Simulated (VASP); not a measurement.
Here is a VASP 6.6.1 calculation.

INCAR

```
SYSTEM = Ge
PREC = Accurate ; ENCUT = 520
EDIFF = 1E-6 ; ISMEAR = 0
SIGMA = 0.1 ; LREAL = .False.
LASPH = .True. ; NELM = 80
ALGO = Normal ; ISIF = 2
LWAVE = .False. ; LCHARG = .False.
GGA = PE ; NBANDS = 13
```

KPOINTS

```
Automatic mesh
0
Gamma
  6 6 6
  0 0 0
```

POSCAR

```
Ge
1.0
    2.8999896408      0.0000000000      0.0000000000
   -1.4499948204      2.5114646996      0.0000000000
    0.0000000000      0.0000000000      2.6482953940
Ge
1
Direct
    0.0000000000      0.0000000000      0.5000000000
```

Potentials or basis: VASP PAW PBE potentials, release 64 (Ge_d).

The run is started by

```console
$ cat potpaw_PBE.64/Ge_d/POTCAR > POTCAR
$ mpirun -np 1 vasp_std > vasp.out
```

Question: Predict the pressure.

Answer: 0.2 GPa.

Question: What does it give for the band gap on the k mesh?

Answer: Zero (bands 7 and 8 overlap by 10.67 eV).

Stress tensor (GPa, compression positive):
```
-3.97  0.00  0.00
 0.00 -3.97  0.00
 0.00  0.00  8.60
```

Caveat: the k points lie up to 0.42 Å⁻¹ apart, too coarse for converged energies and pressures of a metal.
